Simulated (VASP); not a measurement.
Set up this calculation in VASP 6.6.1, as the native input.

```
Task                   : single point
Functional             : PBEsol
Potentials or basis    : VASP PAW PBE potentials, release 64 (Ba_sv, F)
Cutoff                 : 600 eV
k mesh                 : 6 × 6 × 6
Occupations            : fermi-dirac, width 0.05 eV
Spin                   : no spin polarisation
Dipole correction      : no
Further INCAR settings : ALGO = Normal; EDIFF = 1e-06; NBANDS = 19
```

The structure of BaF2 lies in POSCAR:

```
BaF2
1.0
    0.0000000000      3.0971637718      3.0971637718
    3.0971637718      0.0000000000      3.0971637718
    3.0971637718      3.0971637718      0.0000000000
Ba F
1 2
Direct
    0.0000000000      0.0000000000      0.0000000000
    0.2500000000      0.2500000000      0.2500000000
    0.7500000000      0.7500000000      0.7500000000
```

The input as run:

INCAR

```
ALGO     = Normal         # electronic algorithm
EDIFF    = 1E-6           # SCF threshold, eV
ENCUT    = 600            # plane-wave cutoff, eV
GGA      = PS             # functional
GGA_COMPAT= False        
ISIF     = 2              # what is computed and relaxed
ISMEAR   = -1             # smearing method
LASPH    = True           # aspherical terms in the spheres
LCHARG   = True           # write CHGCAR
LELF     = True           # ELF
LREAL    = False          # projectors in reciprocal space
LVHAR    = True         
LWAVE    = False          # write WAVECAR
NBANDS   = 19             # bands
NELM     = 120            # most SCF steps
PREC     = Accurate       # precision mode
SIGMA    = 0.05           # smearing width, eV
```

KPOINTS

```
k-points
0
Gamma
  6 6 6
```

Potentials or basis: VASP PAW PBE potentials, release 64 (Ba_sv, F).

Launch:

```bash
$ cat potpaw_PBE.64/Ba_sv/POTCAR potpaw_PBE.64/F/POTCAR > POTCAR
$ mpirun -np 1 vasp_std > vasp.out
```

Results of the run:

| Property | Result |
| --- | --- |
| Pressure | -0.5 GPa |
| Band gap on the k mesh | 6.65 eV (least direct gap 6.72 eV) |

Caveat: the PAW data sets were made with another functional, which shifts forces and pressure a little; spin-orbit coupling is left out, which moves the levels of the heavy elements.

It took 27 s on 1 thread of Intel(R) Xeon(R) Platinum 8488C (Sapphire Rapids), with other jobs on the host, peak memory 0.2 GiB.
